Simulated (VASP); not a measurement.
The system is CdSe.

```
Cd Se
1.0
     0.00000    3.06778    3.06778
     3.06778    0.00000    3.06778
     3.06778    3.06778    0.00000
Cd Se
1 1
Direct
  0.00000 0.00000 0.00000
  0.25000 0.25000 0.25000
```

Program: VASP 6.6.1. Alike in all runs: potentials or basis VASP PAW PBE potentials, release 64 (Cd, Se); cell as given. Hardware: 1 thread of Intel(R) Xeon(R) 6975P-C (Granite Rapids) (shared host).

Order these runs on this cell by their wall time, lowest first.
A. task single point; level PBE; spin off; k mesh 4 × 4 × 4; cutoff (eV) 500; smearing gaussian 0.01 eV
B. task single point; level PBE; spin non-collinear, zero start, SOC; k mesh 8 × 8 × 8; cutoff (eV) 520; smearing fermi-dirac 0.02 eV
C. task single point; level PBE; spin off; k mesh 8 × 8 × 8; cutoff (eV) 520; smearing fermi-dirac 0.02 eV
D. task dielectric tensor; level r2SCAN; spin off; k mesh 6 × 6 × 6; cutoff (eV) 520; smearing gaussian 0.01 eV

A (4.6 s), C (12 s), B (74 s), D (1100 s).

Caveats: some runs use coarse meshes.
